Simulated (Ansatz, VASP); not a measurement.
**MgW: VASP beside Ansatz**

```
CELL_PARAMETERS angstrom
2.84633 0.00000 0.00000
-1.42317 2.46499 0.00000
0.00000 0.00000 4.92734
ATOMIC_POSITIONS crystal
Mg 0.00000 0.00000 0.00000
W 0.33333 0.66667 0.50000
```

Alike in both runs: functional PBE; k mesh 9 × 9 × 4; occupations gaussian, width 0.1 eV; no spin polarisation.

Ansatz relaxed the structure, and its values are those at the end. VASP's run is a single point on that final structure, the one shown.

|  | VASP | Ansatz |
| --- | --- | --- |
| version | VASP 6.6.1 | Ansatz 0.2.0 |
| potentials or method | VASP PAW PBE potentials, release 64 (Mg, W_sv), cutoff 520 eV | scalar-relativistic, plane waves, PAW |
| valence electrons in the cell | 16 | 24 |

|  | VASP | Ansatz | Ansatz less VASP |
| --- | --- | --- | --- |
| gap on the k mesh at the Fermi level (eV) | none | none | - |
| pressure (GPa) | -0.1 | -0.1 | -0.01 |

A gap of «none» marks a metal or a gap that the smearing closes. The functional is the same, so the differences come from potentials, cutoffs and numerics. VASP's potentials hold 16 valence electrons a cell and Ansatz's 24, so a difference there can come from the potentials and not from the codes.

Spin-orbit coupling is off throughout.
